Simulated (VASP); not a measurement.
# ZrC in VASP: notebook

ZrC is run at these levels: PBE; tasks: single point, relaxation of shape and atoms at fixed volume.

Program: VASP 6.6.1. These are calculated values, not measurements. Logs are shortened: lines on timing, memory, paths and dates and some standing lists are left out, and cuts for length are marked.

### Step 1. The cell of the first run

Symmetry: P4/nmm, No. 129, tetragonal system. Conventional cell: a = 4.243 Å, b = 4.243 Å, c = 3.112 Å, α = 90.00°, β = 90.00°, γ = 90.00°. Zr (site symmetry 4mm) has 8 C at 2.24 to 3.20 Å and 10 Zr at 3.11 to 3.44 Å within 3.5 Å. C (site symmetry -4m2) has 8 Zr at 2.24 to 3.20 Å and 6 C at 3.00 to 3.11 Å within 3.3 Å.

### Step 2. Single point, PBE

INCAR

```
PREC     = Accurate       # precision mode
ENCUT    = 520            # plane-wave cutoff, eV
EDIFF    = 1E-6           # SCF threshold, eV
ISMEAR   = -4             # smearing method
SIGMA    = 0.1            # smearing width, eV
LREAL    = F              # projectors in reciprocal space
LASPH    = T              # aspherical terms in the spheres
NELM     = 80             # most SCF steps
ALGO     = Normal         # electronic algorithm
ISIF     = 2              # what is computed and relaxed
LWAVE    = F              # write WAVECAR
LCHARG   = F              # write CHGCAR
GGA      = PE             # functional
NBANDS   = 24             # bands
```

KPOINTS

```
regular mesh
0
Gamma
  8 8 12
```

POSCAR

```
ZrC
1.0
    4.2425692316      0.0000000000      0.0000000000
    0.0000000000      4.2425692316      0.0000000000
    0.0000000000      0.0000000000      3.1123587551
Zr C
2 2
Direct
    0.5000000000      0.0000000000      0.2282707802
    0.0000000000      0.5000000000      0.7717292198
    0.0000000000      0.0000000000      0.0000000000
    0.5000000000      0.5000000000      0.0000000000
```

Potentials or basis: VASP PAW PBE potentials, release 64 (Zr_sv, C).

Command:

```bash
cat potpaw_PBE.64/Zr_sv/POTCAR potpaw_PBE.64/C/POTCAR > POTCAR
mpirun -np 1 vasp_std > vasp.out
```

OUTCAR:

```text
PREC = Accurate
   ENCUT = 520
   EDIFF = 1E-6
   ISMEAR = -4
   LREAL = F
   LASPH = T
   NELM = 80
   ISIF = 2
   GGA = PE

 ion  position               nearest neighbor table
   1  0.500  0.000  0.228-   3 2.24   4 2.24   4 2.24   3 2.24   2 3.32   2 3.32   2 3.32   2 3.32
                             2 3.44   2 3.44   2 3.44   2 3.44
   2  0.000  0.500  0.772-   3 2.24   4 2.24   3 2.24   4 2.24   1 3.32   1 3.32   1 3.32   1 3.32
                             1 3.44   1 3.44   1 3.44   1 3.44
   3  0.000  0.000  0.000-   1 2.24   2 2.24   2 2.24   1 2.24
   4  0.500  0.500  0.000-   1 2.24   2 2.24   1 2.24   2 2.24

  LATTYP: Found a simple tetragonal cell.
 ALAT       =     4.2425692316
 C/A-ratio  =     0.7336023492

  Lattice vectors:

 A1 = (   4.2425692316,   0.0000000000,   0.0000000000)
 A2 = (   0.0000000000,   4.2425692316,   0.0000000000)
 A3 = (   0.0000000000,   0.0000000000,   3.1123587551)

Analysis of symmetry for initial positions (statically):
=====================================================================
 Subroutine PRICEL returns:
 Original cell was already a primitive cell.

 Routine SETGRP: Setting up the symmetry group for a
 simple tetragonal supercell.

 Subroutine GETGRP returns: Found 16 space group operations
 (whereof  8 operations were pure point group operations)
 out of a pool of 16 trial point group operations.

The static configuration has the point symmetry D_2d.
 The point group associated with its full space group is D_4h.

Analysis of symmetry for dynamics (positions and initial velocities):
=====================================================================
 Subroutine PRICEL returns:
 Original cell was already a primitive cell.

 Routine SETGRP: Setting up the symmetry group for a
 simple tetragonal supercell.

 Subroutine GETGRP returns: Found 16 space group operations
 (whereof  8 operations were pure point group operations)
 out of a pool of 16 trial point group operations.

The dynamic configuration has the point symmetry D_2d.
 The point group associated with its full space group is D_4h.

 Subroutine INISYM returns: Found 16 space group operations
 (whereof  8 operations are pure point group operations),
 and found     1 'primitive' translations

----------------------------------------------------------------------------------------

                                     Primitive cell

  volume of cell :      56.0206

  direct lattice vectors                    reciprocal lattice vectors
     4.242569232  0.000000000  0.000000000     0.235706230  0.000000000  0.000000000
     0.000000000  4.242569232  0.000000000     0.000000000  0.235706230  0.000000000
     0.000000000  0.000000000  3.112358755     0.000000000  0.000000000  0.321299721

  length of vectors
     4.242569232  4.242569232  3.112358755     0.235706230  0.235706230  0.321299721

  position of ions in fractional coordinates (direct lattice)
     0.500000000  0.000000000  0.228270780
     0.000000000  0.500000000  0.771729220
     0.000000000  0.000000000  0.000000000
     0.500000000  0.500000000  0.000000000

  ion indices of the primitive-cell ions
   primitive index   ion index
                 1           1
                 2           2
                 3           3
                 4           4

----------------------------------------------------------------------------------------

 KPOINTS: regular mesh

Automatic generation of k-mesh.
 Grid dimensions read from file:
 generate k-points for:    8    8   12

 Generating k-lattice:

  Cartesian coordinates                     Fractional coordinates (reciprocal lattice)
     0.029463279  0.000000000  0.000000000     0.125000000  0.000000000  0.000000000
     0.000000000  0.029463279  0.000000000     0.000000000  0.125000000  0.000000000
     0.000000000  0.000000000  0.026774977     0.000000000  0.000000000  0.083333333

  Length of vectors
     0.029463279  0.029463279  0.026774977

  Shift w.r.t. Gamma in fractional coordinates (k-lattice)
     0.000000000  0.000000000  0.000000000

 TETIRR: Found   1152 inequivalent tetrahedra from     4608

 Subroutine IBZKPT returns following result:
 ===========================================

 Found    105 irreducible k-points:

 Following reciprocal coordinates:
            Coordinates               Weight
  0.000000  0.000000  0.000000      1.000000
  0.125000  0.000000  0.000000      4.000000
  0.250000  0.000000  0.000000      4.000000
  0.375000  0.000000  0.000000      4.000000
  0.500000  0.000000  0.000000      2.000000
  0.125000  0.125000  0.000000      4.000000
[... 16 lines left out ...]
  0.375000  0.125000  0.083333     16.000000
  0.500000  0.125000  0.083333      8.000000
 [... further k-points ...]
   k-points           NKPTS =    105   k-points in BZ     NKDIM =    105   number of bands    NBANDS=     24
   number of dos      NEDOS =    301   number of ions     NIONS =      4
   total plane-waves  NPLWV =  24576
   dimension x,y,z NGX =    32 NGY =   32 NGZ =   24
   dimension x,y,z NGXF=    64 NGYF=   64 NGZF=   48
   ions per type =               2   2
   NGX,Y,Z   is equivalent  to a cutoff of  12.54, 12.54, 12.82 a.u.
   NGXF,Y,Z  is equivalent  to a cutoff of  25.08, 25.08, 25.64 a.u.
 SYSTEM =  unknown system
   PREC   = accura    normal or accurate (medium, high low for compatibility)
   ISTART =      0    job   : 0-new  1-cont  2-samecut
   ICHARG =      2    charge: 1-file 2-atom 10-const
   ISPIN  =      1    spin polarized calculation?
   LNONCOLLINEAR =      F non collinear calculations
   LSORBIT =      F    spin-orbit coupling
   LASPH  =      T    aspherical Exc in radial PAW
   ENCUT  =  520.0 eV  38.22 Ry    6.18 a.u.   7.89  7.89  5.79*2*pi/ulx,y,z
   NELM   =     80;   NELMIN=  2; NELMDL= -5     # of ELM steps
   EDIFF  = 0.1E-05   stopping-criterion for ELM
   LREAL  =      F    real-space projection
   EDIFFG = 0.1E-04   stopping-criterion for IOM
   NSW    =      0    number of steps for IOM
   IBRION =     -1    ionic relax: 0-MD 1-quasi-New 2-CG
   NFREE  =      0    steps in history (QN), initial steepest desc. (CG)
   ISIF   =      2    stress and relaxation
   ISYM   =      2    0-nonsym 1-usesym 2-fastsym
   POTIM  = 0.5000    time-step for ionic-motion
   TEBEG  =    0.0;   TEEND  =   0.0 temperature during run
   PSTRESS=    0.0 pullay stress
   NELECT =      32.0000    total number of electrons
   NUPDOWN=      -1.0000    fix difference up-down
   EMIN   =  10.00;   EMAX   =-10.00  energy-range for DOS
   EFERMI =   0.00;   METHOD = LEGACY
   ISMEAR =    -4;   SIGMA  =   0.10  broadening in eV -4-tet -1-fermi 0-gaus
   EFERMI_NEDOS =   21; number of points for ismear=-14 and -15
   IALGO  =     38    algorithm
   IMIX   =      4    mixing-type and parameters
     AMIX     =   0.40;   BMIX     =  1.00
     AMIX_MAG =   1.60;   BMIX_MAG =  1.00
  volume/ion in A,a.u.               =      14.01        94.51
  Fermi-wavevector in a.u.,A,eV,Ry     =   1.358342  2.566893 25.103997  1.845092
  Thomas-Fermi vector in A             =   2.485183
   LORBIT       =      0    0 simple, 1 ext, 2 COOP (PROOUT), +10 PAW based schemes
   GGA     = PE    functional components
   LHFCALC =     F    Hartree Fock is set to
   AEXX    =    0.0000 exact exchange contribution
   IVDW    =     0    specifies the selected vdW correction
   LEPSILON=     F    determine dielectric tensor
   LRPA    =     F    only Hartree local field effects (RPA)
 non-spin polarized calculation
 Fermi weights with tetrahedron method witout Bloechl corrections
  energy-cutoff  :      520.00
  volume of cell :       56.02
 maximum number of plane-waves:      1538
 NGX is ok and might be reduce to    32
   NGX = 15   NGY = 15   NGZ = 11

 number of electron      32.0000000 magnetization

 Free energy of the ion-electron system (eV)
  ---------------------------------------------------
  ext. energy  EPLUGINS =         0.00000000
  ---------------------------------------------------
  free energy    TOTEN  =       -36.01534548 eV

  energy without entropy =      -36.01534548  energy(sigma->0) =      -36.01534548

 E-fermi :   9.3954     XC(G=0): -11.6755

 val. band max:        9.6187354422   @ k =   0.2500   0.2500   0.1667
 cond. band min:       8.9869488201   @ k =   0.5000   0.5000   0.0833
 fundamental gap:     -0.6317866221
 Fermi energy:         9.3953800592

 k-point     1 :       0.0000    0.0000    0.0000
  band No.  band energies     occupation
      1     -39.4072      2.00000
      2     -39.2945      2.00000
      3     -17.7005      2.00000
      4     -17.7005      2.00000
      5     -17.3024      2.00000
      6     -17.2206      2.00000
[... 16 lines left out ...]
     23      14.5802      0.00000
     24      14.5802      0.00000

 k-point     2 :       0.1250    0.0000    0.0000
  band No.  band energies     occupation
      1     -39.4027      2.00000
      2     -39.2986      2.00000
      3     -17.6934      2.00000
      4     -17.6825      2.00000
      5     -17.3059      2.00000
      6     -17.2394      2.00000
[... 16 lines left out ...]
     23      14.4964      0.00000
     24      14.5452      0.00000

 k-point     3 :       0.2500    0.0000    0.0000
  band No.  band energies     occupation
      1     -39.3901      2.00000
      2     -39.3104      2.00000
      3     -17.6687      2.00000
      4     -17.6310      2.00000
      5     -17.3539      2.00000
      6     -17.2915      2.00000
[... 16 lines left out ...]
     23      14.5091      0.00000
     24      14.8811      0.00000
[... 514 lines left out ...]
 k-point    23 :       0.3750    0.1250    0.0833
  band No.  band energies     occupation
      1     -39.3644      2.00000
      2     -39.3258      2.00000
      3     -17.7028      2.00000
      4     -17.5531      2.00000
      5     -17.4593      2.00000
      6     -17.3037      2.00000
[... 16 lines left out ...]
     23      14.1791      0.00000
     24      14.7508      0.00000

 k-point    24 :       0.5000    0.1250    0.0833
  band No.  band energies     occupation
      1     -39.3449      2.00000
      2     -39.3449      2.00000
      3     -17.6437      2.00000
      4     -17.6437      2.00000
      5     -17.3737      2.00000
      6     -17.3737      2.00000
[... 16 lines left out ...]
     23      14.4955      0.00000
     24      14.4955      0.00000

 [... further k-points ...]

------------------------ aborting loop because EDIFF is reached ----------------------------------------

  FORCE on cell =-STRESS in cart. coord.  units (eV):
  Direction    XX          YY          ZZ          XY          YZ          ZX
  --------------------------------------------------------------------------------------
  -------------------------------------------------------------------------------------
  Total        0.1187800      0.1187800      0.0469671      0.0000000      0.0000000      0.0000000
  in kB        3.3970858      3.3970858      1.3432510      0.0000000      0.0000000      0.0000000
  external PRESSURE =       2.7124742 kB  Pullay stress =       0.0000000 kB

 VOLUME and BASIS-vectors are now :
 -----------------------------------------------------------------------------
  energy-cutoff  :      520.00
  volume of cell :       56.02
      direct lattice vectors                 reciprocal lattice vectors
     4.242569232  0.000000000  0.000000000     0.235706230  0.000000000  0.000000000
     0.000000000  4.242569232  0.000000000     0.000000000  0.235706230  0.000000000
     0.000000000  0.000000000  3.112358755     0.000000000  0.000000000  0.321299721

 POSITION                                       TOTAL-FORCE (eV/Angst)
 -----------------------------------------------------------------------------------
      2.12128      0.00000      0.71046         0.000000      0.000000      0.057265
      0.00000      2.12128      2.40190        -0.000000      0.000000     -0.057265
      0.00000      0.00000      0.00000         0.000000     -0.000000      0.000000
      2.12128      2.12128      0.00000         0.000000      0.000000      0.000000
 -----------------------------------------------------------------------------------
    total drift:                                0.000000      0.000000      0.000000

  FREE ENERGIE OF THE ION-ELECTRON SYSTEM (eV)
  ---------------------------------------------------
  free  energy   TOTEN  =       -36.0153454840 eV

  energy  without entropy=      -36.0153454840  energy(sigma->0) =      -36.01534548
```

Run time: 57 s. Hardware: 1 thread of AMD EPYC 9R45 (Zen 5), shared host; peak memory 0.22 GiB.

Results:

| Item | Value |
| --- | --- |
| Free energy | -36.0153 eV |
| Pressure | 0.3 GPa |
| Largest force | 0.057 eV/Å |
| Band gap on the k mesh | zero (bands 16 and 17 overlap by 0.92 eV) |

Forces on the atoms (eV/Å):
```
Zr   0.000  0.000  0.057
Zr   0.000  0.000 -0.057
C    0.000  0.000  0.000
C    0.000  0.000  0.000
```

### Step 3. Single point, PBE

This run uses another cell than the first one, of 13.73 Å³/atom.

INCAR

```
ALGO = Normal ; EDIFF = 1E-6
ENCUT = 520 ; GGA = PE
ISIF = 2 ; ISMEAR = 0
LASPH = T ; LCHARG = F
LREAL = F ; LWAVE = F
NBANDS = 24 ; NELM = 60
PREC = Accurate ; SIGMA = 0.05
```

KPOINTS

```
k-points
0
Gamma
  8 8 12
```

POSCAR: that of step 2 with these lines changed.

```diff
@@ -2,3 +2,3 @@
 1.0
-    4.2425692316      0.0000000000      0.0000000000
+    4.1577178470      0.0000000000      0.0000000000
     0.0000000000      4.2425692316      0.0000000000
```

Potentials or basis: VASP PAW PBE potentials, release 64 (Zr_sv, C).

Command:

```bash
cat potpaw_PBE.64/Zr_sv/POTCAR potpaw_PBE.64/C/POTCAR > POTCAR
mpirun -np 1 vasp_std > vasp.out
```

Run time: 90 s. Hardware: 1 thread of AMD EPYC 9R45 (Zen 5), shared host; peak memory 0.28 GiB.

The run converged. Its results:

- Free energy: -36.0112 eV
- Pressure: 4.7 GPa
- Largest force: 0.302 eV/Å
- Band gap on the k mesh: zero (bands 16 and 17 overlap by 0.83 eV)

Forces on the atoms (eV/Å):
```
Zr   0.000  0.000  0.245
Zr   0.000  0.000 -0.245
C    0.000  0.000 -0.302
C    0.000  0.000  0.302
```

Stress tensor (GPa, compression positive):
```
8.28 0.00 0.00
0.00 3.82 0.00
0.00 0.00 2.01
```

Levels at points of the mesh, in eV from the Fermi level:
```csv
k point,band 12,band 13,band 14,band 15,band 16,band 17,band 18,band 19,band 20,band 21
"(0.00, 0.00, 0.00)",-2.65,-2.51,-1.08,-0.74,-0.42,-0.11,-0.04,2.55,2.74,3.44
"(0.50, 0.00, 0.00)",-3.80,-2.76,-2.76,-1.78,-1.78,1.19,1.19,2.33,2.33,2.38
"(0.00, 0.50, 0.00)",-3.83,-2.58,-2.58,-1.89,-1.89,1.32,1.32,2.22,2.22,2.47
"(0.50, 0.50, 0.00)",-5.64,-2.70,-2.70,-0.84,-0.84,0.58,0.58,0.99,0.99,4.67
"(0.00, 0.00, 0.50)",-3.98,-3.77,-3.71,-2.22,-2.09,0.89,2.31,3.17,3.64,6.08
"(0.50, 0.00, 0.50)",-3.99,-3.85,-3.85,-2.63,-2.63,2.76,2.76,3.72,3.72,4.46
"(0.00, 0.50, 0.50)",-4.05,-3.80,-3.80,-2.68,-2.68,2.58,2.58,3.74,3.74,4.64
"(0.50, 0.50, 0.50)",-4.14,-3.93,-3.93,-2.12,-2.12,1.16,1.16,3.01,3.01,3.40
```

Caveat: the cell stands under pressure.

[end of part 1 of 2]
